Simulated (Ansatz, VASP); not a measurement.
Two plane-wave programs on BN

```
B N
1.0
     2.56200    0.00609   -0.01724
    -1.27572    2.24801    0.00527
    -0.05665   -0.01272    8.49326
B N
4 4
Direct
  0.02346 0.03421 0.08949
  0.00302 0.97761 0.59179
  0.32235 0.67970 0.34804
  0.69161 0.32115 0.85063
  0.96416 0.96601 0.40158
  0.99721 0.99696 0.90182
  0.32209 0.65735 0.15426
  0.67610 0.36701 0.66239
```

Change from the starting cell: cell x1, atoms moved at random (sigma 0.05 Å) and cell strained at random (1.5 %), then relaxed without symmetry.

Alike in both runs: task relaxation of cell and atoms; functional PBE; k mesh 6 × 6 × 2; occupations gaussian, width 0.1 eV; no spin polarisation.

|  | VASP | Ansatz |
| --- | --- | --- |
| version | VASP 6.6.1 | Ansatz 0.2.0 |
| potentials or method | VASP PAW PBE potentials, release 64 (B, N), cutoff 600 eV | scalar-relativistic, plane waves, PAW |
| valence electrons in the cell | 32 | 32 |

Ansatz gave:

| Property | Result |
| --- | --- |
| gap on the k mesh at the Fermi level, each at its own relaxed structure (eV) | 5.50 |
| relaxed volume (Å³/atom) | 5.96 |
| relaxed cell length with the largest relative difference (Å) | 2.559 |

Task: Estimate VASP's values.

Result: gap on the k mesh at the Fermi level, each at its own relaxed structure (eV): 5.49; relaxed volume (Å³/atom): 5.96; relaxed cell length with the largest relative difference (Å): 2.559.

The k mesh is coarse, so the values compare programs but aren't converged.
